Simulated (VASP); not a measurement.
# HOs (P6_3mc) in VASP: a series of runs, part 2 of 2

VASP 6.6.1.

## Step 3: Single point, PBE

This run uses another cell than the first one, of 8.89 Å³/atom, 0.834 times its volume.

Contents of INCAR:

```
PREC = Accurate
ENCUT = 520
EDIFF = 1E-7
ISMEAR = 0
SIGMA = 0.1
LREAL = False
LASPH = True
NELM = 100
ALGO = Normal
ISIF = 2
LWAVE = False
LCHARG = False
GGA = PE
NBANDS = 17
```

Contents of KPOINTS:

```
Automatic mesh
0
Gamma
  18 18 10
```

Contents of POSCAR:

```
HOs
1.0
    2.9218023676      0.0000000000      0.0000000000
   -1.4609011838      2.5303550751      0.0000000000
    0.0000000000      0.0000000000      4.8082522105
H Os
2 2
Direct
    0.3333333333      0.6666666667      1.0054799658
    0.6666666667      0.3333333333      0.5054799658
    0.3333333333      0.6666666667      0.3766200342
    0.6666666667      0.3333333333      0.8766200342
```

Potentials or basis: VASP PAW PBE potentials, release 64 (H, Os).

Launch:

```console
$ cat potpaw_PBE.64/H/POTCAR potpaw_PBE.64/Os/POTCAR > POTCAR
$ mpirun -np 1 vasp_std > vasp.out
```

OUTCAR:

```text
PREC = Accurate
   ENCUT = 520
   EDIFF = 1E-7
   ISMEAR = 0
   LREAL = False
   LASPH = True
   NELM = 100
   ISIF = 2
   GGA = PE

 ion  position               nearest neighbor table
   1  0.333  0.667  0.005-   3 1.78   4 1.80   4 1.80   4 1.80
   2  0.667  0.333  0.505-   4 1.78   3 1.80   3 1.80   3 1.80
   3  0.333  0.667  0.377-   1 1.78   2 1.80   2 1.80   2 1.80   4 2.94   4 2.94   4 2.94   4 2.94
                             4 2.94   4 2.94
   4  0.667  0.333  0.877-   2 1.78   1 1.80   1 1.80   1 1.80   3 2.94   3 2.94   3 2.94   3 2.94
                             3 2.94   3 2.94
[... 685 lines left out ...]
  --------------------------------------------------------------------------------------
  -------------------------------------------------------------------------------------
  Total        0.2446665      0.2446665      0.2554664     -0.0000000      0.0000000      0.0000000
  in kB       11.0272061     11.0272061     11.5139627     -0.0000000      0.0000000      0.0000000
  external PRESSURE =      11.1894583 kB  Pullay stress =       0.0000000 kB

 VOLUME and BASIS-vectors are now :
 -----------------------------------------------------------------------------
  energy-cutoff  :      520.00
  volume of cell :       35.55
      direct lattice vectors                 reciprocal lattice vectors
     2.921802368  0.000000000  0.000000000     0.342254497  0.197600726  0.000000000
    -1.460901184  2.530355075  0.000000000     0.000000000  0.395201452  0.000000000
     0.000000000  0.000000000  4.808252211     0.000000000  0.000000000  0.207975779

 POSITION                                       TOTAL-FORCE (eV/Angst)
 -----------------------------------------------------------------------------------
     -0.00000      1.68690      0.02635         0.000000     -0.000000     -0.002154
      1.46090      0.84345      2.43048         0.000000     -0.000000     -0.002154
     -0.00000      1.68690      1.81088         0.000000      0.000000      0.002154
      1.46090      0.84345      4.21501        -0.000000     -0.000000      0.002154
 -----------------------------------------------------------------------------------
    total drift:                               -0.000000     -0.000000      0.000053

  FREE ENERGIE OF THE ION-ELECTRON SYSTEM (eV)
  ---------------------------------------------------
  free  energy   TOTEN  =       -26.6919592715 eV

  energy  without entropy=      -26.6784058666  energy(sigma->0) =      -26.68518257
```

OSZICAR:

```text
N       E                     dE             d eps       ncg     rms          rms(c)
DAV:   1     0.103837350649E+03    0.10384E+03   -0.83758E+03  7548   0.100E+03
DAV:   2    -0.225021475290E+02   -0.12634E+03   -0.11252E+03  7610   0.310E+02
DAV:   3    -0.284386627172E+02   -0.59365E+01   -0.57285E+01 10116   0.580E+01
DAV:   4    -0.284896546368E+02   -0.50992E-01   -0.50803E-01  8404   0.566E+00
DAV:   5    -0.284899822050E+02   -0.32757E-03   -0.32745E-03  9800   0.417E-01    0.280E+01
DAV:   6    -0.269455160437E+02    0.15445E+01   -0.16297E+00  9873   0.110E+01    0.113E+01
DAV:   7    -0.267040409570E+02    0.24148E+00   -0.69499E-01 10565   0.642E+00    0.215E+00
DAV:   8    -0.267109907620E+02   -0.69498E-02   -0.78342E-03  7852   0.710E-01    0.290E+00
DAV:   9    -0.266919611565E+02    0.19030E-01   -0.20466E-02  8663   0.134E+00    0.980E-01
DAV:  10    -0.266919821833E+02   -0.21027E-04   -0.25728E-04  9242   0.132E-01    0.423E-01
DAV:  11    -0.266919572710E+02    0.24912E-04   -0.13177E-05  8566   0.375E-02    0.231E-01
DAV:  12    -0.266919579639E+02   -0.69292E-06   -0.75502E-07  9353   0.106E-02    0.104E-01
DAV:  13    -0.266919582957E+02   -0.33180E-06   -0.30862E-07  8345   0.498E-03    0.459E-02
DAV:  14    -0.266919589534E+02   -0.65772E-06   -0.10419E-07  7000   0.262E-03    0.562E-03
DAV:  15    -0.266919591803E+02   -0.22687E-06   -0.53702E-09  3925   0.807E-04    0.921E-04
DAV:  16    -0.266919592715E+02   -0.91150E-07   -0.23450E-09  3898   0.365E-04
   1 F= -.26691959E+02 E0= -.26685183E+02  d E =-.135534E-01
```

stdout:

```text
POSCAR found type information on POSCAR H Os
 POSCAR found :  2 types and       4 ions
 scaLAPACK will be used
 LDA part: xc-table for (Slater+PW92), standard interpolation
 POSCAR, INCAR and KPOINTS ok, starting setup
 FFT: planning ... GRIDC
 FFT: planning ... GRID_SOFT
 FFT: planning ... GRID
 WAVECAR not read
 entering main loop
```

It took 48 s on 1 thread of Intel Xeon 6975P-C (Granite Rapids), shared host; peak memory 0.25 GiB.

What came out:

| Quantity | Value |
| --- | --- |
| Free energy | -26.6920 eV |
| Pressure | 1.1 GPa |
| Band gap on the k mesh | zero (band 9 reaches 8.93 eV, above the bottom of band 10 at 5.91 eV) |

Forces on the atoms (eV/Å):
```
H    0.000  0.000 -0.002
H    0.000  0.000 -0.002
Os   0.000  0.000  0.002
Os   0.000  0.000  0.002
```

Levels at points of the mesh, in eV from the Fermi level:
```csv
k point,band 5,band 6,band 7,band 8,band 9,band 10,band 11,band 12,band 13,band 14
"(0.00, 0.00, 0.00)",-3.22,-3.06,-2.71,-2.71,-1.77,-1.77,0.44,0.44,4.87,5.17
"(0.50, 0.00, 0.00)",-3.31,-3.03,-2.75,0.71,0.99,1.11,1.79,2.28,5.22,5.94
"(0.00, 0.00, 0.50)",-3.29,-3.29,-3.29,-3.29,-0.24,-0.24,-0.24,-0.24,6.86,6.86
"(0.50, 0.00, 0.50)",-2.37,-2.37,-1.70,-1.70,0.99,0.99,1.06,1.06,5.30,5.30
```

Caveat: spin-orbit coupling is left out, which moves the levels of the heavy elements.

## Step 4: Single point, PBE

This run uses another cell than the first one, of 8.88 Å³/atom, 0.833 times its volume.

Contents of INCAR:

```
PREC = Accurate
ENCUT = 500
EDIFF = 1E-6
ISMEAR = 0
SIGMA = 0.1
LREAL = F
LASPH = T
NELM = 120
ALGO = Normal
ISIF = 2
LWAVE = F
LCHARG = T
GGA = PE
LELF = T
LVHAR = T
NBANDS = 25
GGA_COMPAT = F
```

Contents of KPOINTS:

```
regular mesh
0
Gamma
  6 6 4
```

Contents of POSCAR:

```
HOs
1.0
    2.9570263716      0.0000000000      0.0000000000
   -1.4785131858      2.5608599574      0.0000000000
    0.0000000000      0.0000000000      4.6920051008
H Os
2 2
Direct
    0.3333333333      0.6666666667     -0.0024374247
    0.6666666667      0.3333333333      0.4975625753
    0.3333333333      0.6666666667      0.3845374247
    0.6666666667      0.3333333333      0.8845374247
```

Potentials or basis: VASP PAW PBE potentials, release 64 (H, Os_sv_GW).

Launch:

```console
$ cat potpaw_PBE.64/H/POTCAR potpaw_PBE.64/Os_sv_GW/POTCAR > POTCAR
$ mpirun -np 1 vasp_std > vasp.out
```

Run time: 12 s. Hardware: 1 thread of Intel Xeon Platinum 8559C (Emerald Rapids), shared host; peak memory 0.16 GiB.

The run converged. Its results:

```yaml
Free_energy: -28.9404 eV
Pressure: -2.2 GPa
Band_gap_on_the_k_mesh: zero (band 17 reaches 12.37 eV, above the bottom of band 18 at 9.38 eV)
```

Stress tensor (GPa, compression positive):
```
-2.14  0.00  0.00
 0.00 -2.14  0.00
 0.00  0.00 -2.22
```

Levels at points of the mesh, in eV from the Fermi level:
```
           k point  band 13  band 14  band 15  band 16  band 17  band 18  band 19  band 20  band 21  band 22
(0.00, 0.00, 0.00)    -3.09    -2.61    -2.61    -2.44    -1.90    -1.90     0.55     0.55     4.99     5.39
(0.50, 0.00, 0.00)    -3.41    -2.89    -2.39     0.64     1.06     1.21     1.78     2.27     4.98     6.16
(0.00, 0.00, 0.50)    -3.32    -3.32    -3.32    -3.32    -0.13    -0.13    -0.13    -0.13     6.58     6.58
(0.50, 0.00, 0.50)    -2.30    -2.30    -1.71    -1.71     0.93     0.93     1.20     1.20     5.28     5.28
```

Caveat: the k points lie up to 0.41 Å⁻¹ apart; spin-orbit coupling is left out, which moves the levels of the heavy elements.

## Step 5: Overview

| task | potentials or basis | cell | k mesh | cutoff (eV) | second run | gap on the mesh (eV) | pressure (GPa) |
| --- | --- | --- | --- | --- | --- | --- | --- |
| relaxation of cell and atoms | VASP PAW PBE potentials, release 64 (H, Os) | relaxed from a = 3.133, b = 3.133, c = 5.017 Å, angles 90.0, 90.0, 120.0°, 4 atoms | 6 × 6 × 4 | 600 | - | none | 0.2 |
| single point | VASP PAW PBE potentials, release 64 (H, Os) | a = 2.922, b = 2.922, c = 4.808 Å, angles 90.0, 90.0, 120.0°, 4 atoms | 18 × 18 × 10 | 520 | - | none | 1.1 |
| single point | VASP PAW PBE potentials, release 64 (H, Os_sv_GW) | a = 2.957, b = 2.957, c = 4.692 Å, angles 90.0, 90.0, 120.0°, 4 atoms | 6 × 6 × 4 | 500 | valence_matched | none | -2.2 |

Alike in all rows: level PBE; no spin polarisation; smearing gaussian 0.1 eV.

Caveats: some runs use coarse meshes; spin-orbit coupling is left out, which moves the levels of the heavy elements; the volume moved by over 15 % at a fixed basis, so the end points are rough (some runs).

Total energies depend on the potentials used, so only differences within one code and one set of settings carry meaning.
